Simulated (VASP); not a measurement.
Wanted: the native input for a VASP 6.6.1 run.

| Quantity | Value |
| --- | --- |
| Task | single point |
| Functional | PBE |
| Potentials or basis | VASP PAW PBE potentials, release 64 (Fe, Pt) |
| Cutoff | 520 eV |
| k mesh | 18 × 18 × 14 |
| Occupations | gaussian, width 0.15 eV |
| Spin | collinear spin, ferromagnetic start |
| Starting moments | [3.27, 0.45] μB |
| Dipole correction | no |
| Further INCAR settings | ALGO = Normal; EDIFF = 1e-06; NBANDS = 20 |

The structure of FePt lies in POSCAR:

```
FePt
1.0
    2.6127878408      0.0000000000      0.0000000000
    0.0000000000      2.6127878408      0.0000000000
    0.0000000000      0.0000000000      3.4040000000
Fe Pt
1 1
Direct
    0.5000000000      0.5000000000      0.5000000000
    0.0000000000      0.0000000000      0.0000000000
```

This cell differs from its parent crystal: strain -0.040 along x and y, -0.080 along z.

The input as run:

INCAR

```
SYSTEM = FePt
  PREC = Accurate
  ENCUT = 520
  EDIFF = 1E-6
  ISMEAR = 0
  SIGMA = 0.15
  LREAL = .FALSE.
  LASPH = .TRUE.
  NELM = 150
  ALGO = Normal
  ISIF = 2
  LWAVE = .FALSE.
  LCHARG = .TRUE.
  ISPIN = 2
  MAGMOM = 3.27 0.45
  LORBIT = 11
  LMAXMIX = 4
  GGA = PE
  LELF = .TRUE.
  LVHAR = .TRUE.
  NBANDS = 20
```

KPOINTS

```
Automatic mesh
0
G
  18 18 14
  0 0 0
```

Potentials or basis: VASP PAW PBE potentials, release 64 (Fe, Pt).

Launch:

```bash
$ cat potpaw_PBE.64/Fe/POTCAR potpaw_PBE.64/Pt/POTCAR > POTCAR
$ mpirun -np 1 vasp_std > vasp.out
```

Results of the run:

* Pressure: 59.0 GPa
* Net moment: 2.94 μB per cell
* Site moments: Fe +2.54; Pt +0.34 μB
* Valence electrons inside the program's atomic spheres: Fe 7.44; Pt 9.89

Caveat: the cell differs from its parent crystal (strain -0.040 along x and y, -0.080 along z).

Run time: 8.4 min on 1 thread of Oxide Virtual Turin-like Processor (shared host), peak memory 0.37 GiB.
